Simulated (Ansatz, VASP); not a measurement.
## Two plane-wave programs on SnO

Contents of INCAR:

```
SYSTEM = SnO
ALGO = Normal
EDIFF = 1E-6
ENCUT = 520
GGA = PS
ISIF = 2
ISMEAR = 0
LASPH = .TRUE.
LCHARG = .FALSE.
LREAL = .FALSE.
LWAVE = .FALSE.
NBANDS = 28
NELM = 80
PREC = Accurate
SIGMA = 0.05
```

Contents of KPOINTS:

```
k-points
0
G
  8 6 6
  0 0 0
```

POSCAR

```
SnO
1.0
    3.3550050000      0.0000000000      0.0000000000
    0.0000000000      5.6741040000      0.0000000000
    0.0000000000      0.0000000000      4.2219700000
Sn O
2 2
Direct
    0.0215107827      0.2446279744      0.5302376278
    0.5215107827      0.7808099744      0.0302376278
    0.0000000000      0.8912500000      0.7368570000
    0.5000000000      0.1087500000      0.2368570000
```

Input for Ansatz:

```yaml
crystal:
  lattice:
    - [3.355005, 0.0, 0.0]
    - [0.0, 5.674104, 0.0]
    - [0.0, 0.0, 4.22197]
  atoms:
    - { symbol: Sn, position: [0.0215107827, 0.2446279744, 0.5302376278] }
    - { symbol: Sn, position: [0.5215107827, 0.7808099744, 0.0302376278] }
    - { symbol: O, position: [0.0, 0.89125, 0.736857] }
    - { symbol: O, position: [0.5, 0.10875, 0.236857] }
basis:
  ecutwfc: 420
kpoints:
  mp_grid: { grid: [8, 6, 6] }
hamiltonian:
  xc: pbesol
scf:
  occupations: { method: gaussian, width: 0.05 }
output:
  forces: true
  stress: true
  eigenvalues: true
```

Change from the starting cell: all Sn atoms moved +0.125 Å, as atom 1 along Cartesian [1 1 1].

Alike in both runs: task single point; functional PBEsol; k mesh 8 × 6 × 6; occupations gaussian, width 0.05 eV; no spin polarisation.

|  | VASP | Ansatz |
| --- | --- | --- |
| version | VASP 6.6.1 | Ansatz 0.2.0 |
| potentials or method | VASP PAW PBE potentials, release 64 (Sn_d, O), cutoff 520 eV | scalar-relativistic, plane waves, PAW |
| valence electrons in the cell | 40 | 40 |

Ansatz gave:

```
gap on the k mesh at the Fermi level (eV)                     : 1.28
least direct gap on the mesh (eV)                             : 1.80
pressure (GPa)                                                : -3.7
traceless stress, the component that is largest in VASP (GPa) : 1.32
rms of the force components (eV/Å)                            : 0.543
```

Question: What did VASP give for the same quantities?

Answer: gap on the k mesh at the Fermi level (eV): 1.27; least direct gap on the mesh (eV): 1.79; pressure (GPa): -3.5; traceless stress, the component that is largest in VASP (GPa): 1.39; rms of the force components (eV/Å): 0.535.

VASP's potentials were made for PBE, not for PBEsol. Atom by atom the forces differ by 0.033 eV/Å (rms over components).
